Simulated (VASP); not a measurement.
Here is a VASP 6.6.1 calculation.

The input INCAR:

```
  ALGO = Normal
  EDIFF = 1E-6
  ENCUT = 520
  GGA = PE
  ISIF = 2
  ISMEAR = -1
  LASPH = True
  LCHARG = False
  LREAL = False
  LWAVE = False
  NBANDS = 42
  NELM = 80
  PREC = Accurate
  SIGMA = 0.02
```

The input KPOINTS:

```
k-points
0
Gamma
  6 6 6
```

File POSCAR:

```
NaTlS2
1.0
   -3.2270044233      3.2270044233      5.5948132660
    3.2270044233     -3.2270044233      5.5948132660
    3.2270044233      3.2270044233     -5.5948132660
Na S Tl
2 4 2
Direct
    0.0000000000      0.0000000000      0.0000000000
    0.7500000000      0.2500000000      0.5000000000
    0.3750000000      0.4027177679      0.5277177679
    0.1527177679      0.6250000000      0.0277177679
    0.8750000000      0.8472822321      0.4722822321
    0.5972822321      0.1250000000     -0.0277177679
    0.5000000000      0.5000000000      0.0000000000
    0.2500000000      0.7500000000      0.5000000000
```

Potentials or basis: VASP PAW PBE potentials, release 64 (Na_pv, S, Tl_d).

Command:

```sh
$ cat potpaw_PBE.64/Na_pv/POTCAR potpaw_PBE.64/S/POTCAR potpaw_PBE.64/Tl_d/POTCAR > POTCAR
$ mpirun -np 1 vasp_std > vasp.out
```

Question: What does it give for the pressure?

Answer: -0.1 GPa.

Question: Estimate the band gap on the k mesh.

Answer: 1.10 eV.

Question: Predict the largest force.

Answer: 0.009 eV/Å.

Forces on the atoms (eV/Å):
```
Na   0.000  0.000  0.000
Na   0.000  0.000  0.000
S    0.009  0.000  0.000
S    0.000  0.009  0.000
S   -0.009  0.000  0.000
S    0.000 -0.009  0.000
Tl   0.000  0.000  0.000
Tl   0.000  0.000  0.000
```

Caveat: spin-orbit coupling is left out, which moves the levels of the heavy elements. A k mesh can miss the band edges.
